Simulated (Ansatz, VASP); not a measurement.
## InB2As3: VASP beside Ansatz

File INCAR:

```
PREC = Accurate
ENCUT = 600
EDIFF = 1E-7
ISMEAR = 0
SIGMA = 0.1
LREAL = F
LASPH = T
NELM = 60
ALGO = Normal
ISIF = 3
LWAVE = F
LCHARG = F
GGA = PE
IBRION = 2
NSW = 90
EDIFFG = -0.04
```

KPOINTS

```
regular mesh
0
Gamma
  4 4 4
```

POSCAR

```
InB2As3
1.0
    2.5085963500     -5.3073865500      0.0000000000
    2.5085963500      5.3073865500      0.0000000000
    0.0000000000      0.0000000000      3.9505947300
In B As
1 2 3
Direct
    0.0000000000      0.0000000000      0.0000000000
    0.6549724500      0.3450275500      0.5000000000
    0.3450275500      0.6549724500      0.5000000000
    0.1453886600      0.8546113400      0.5000000000
    0.8546113400      0.1453886600      0.5000000000
    0.5000000000      0.5000000000      0.0000000000
```

Input for Ansatz:

```yaml
crystal:
  lattice:
    - [2.50859635, -5.30738655, 0.0]
    - [2.50859635, 5.30738655, 0.0]
    - [0.0, 0.0, 3.95059473]
  atoms:
    - { symbol: In, position: [0.0, 0.0, 0.0] }
    - { symbol: B, position: [0.65497245, 0.34502755, 0.5] }
    - { symbol: B, position: [0.34502755, 0.65497245, 0.5] }
    - { symbol: As, position: [0.14538866, 0.85461134, 0.5] }
    - { symbol: As, position: [0.85461134, 0.14538866, 0.5] }
    - { symbol: As, position: [0.5, 0.5, 0.0] }
basis:
  ecutwfc: 420
kpoints:
  mp_grid: { grid: [4, 4, 4] }
hamiltonian:
  xc: pbe
scf:
  occupations: { method: gaussian, width: 0.1 }
  lower_state_search: "off"
output:
  forces: true
  stress: true
  eigenvalues: true
relax:
  adjacent_minimum: "off"
  f_tol: 0.04
  max_steps: 70
  cell: { stress_tol: 0.4 }
```

Change from the starting cell: species swapped into the Li2CeO3 type (Cmmm, No. 65).

Alike in both runs: task relaxation of cell and atoms; functional PBE; k mesh 4 × 4 × 4; occupations gaussian, width 0.1 eV; no spin polarisation.

|  | VASP | Ansatz |
| --- | --- | --- |
| version | VASP 6.6.1 | Ansatz 0.2.0 |
| potentials or method | VASP PAW PBE potentials, release 64 (In_d, B, As), cutoff 600 eV | scalar-relativistic, plane waves, PAW |
| valence electrons in the cell | 34 | 64 |

|  | VASP | Ansatz | Ansatz less VASP |
| --- | --- | --- | --- |
| gap on the k mesh at the Fermi level, each at its own relaxed structure (eV) | none | none | - |
| relaxed volume (Å³/atom) | 18.49 | 18.47 | -0.016 |
| relaxed length of the cell vector where the two differ most in proportion (Å) | 3.810 | 3.817 | +0.0072 |

A gap of «none» marks a metal or a gap that the smearing closes. VASP's potentials hold 34 valence electrons a cell and Ansatz's 64, so a difference there can come from the potentials and not from the codes.

The k mesh is coarse, so the values compare programs but aren't converged.
